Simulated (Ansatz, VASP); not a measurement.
# Two plane-wave programs on ZnCdO

```
Zn Cd O
1.0
     3.51190    0.00000    0.00000
     0.00000    3.51190    0.00000
     0.00000    0.00000   10.34024
Zn Cd O
2 2 2
Direct
  0.50000 0.50000 0.00000
  0.50000 0.50000 0.50000
  0.00000 0.00000 0.25000
  0.00000 0.00000 0.75000
  0.00000 0.50000 0.00000
  0.50000 0.00000 0.50000
```

Change from the starting cell: species swapped into the CaNiN type (P4_2/mmc, No. 131).

Alike in both runs: functional PBE; k mesh 6 × 6 × 4; occupations gaussian, width 0.1 eV; no spin polarisation.

Ansatz relaxed the structure, and its values are those at the end. VASP's run is a single point on that final structure, the one shown.

|  | VASP | Ansatz |
| --- | --- | --- |
| version | VASP 6.6.1 | Ansatz 0.2.0 |
| potentials or method | VASP PAW PBE potentials, release 64 (Zn, Cd_sv_GW, O), cutoff 700 eV | scalar-relativistic, plane waves, PAW |
| valence electrons in the cell | 76 | 76 |

```csv
,VASP,Ansatz,Ansatz less VASP
gap on the k mesh at the Fermi level (eV),none,none,-
pressure (GPa),0.5,0.1,-0.43
```

A gap of «none» marks a metal or a gap that the smearing closes.
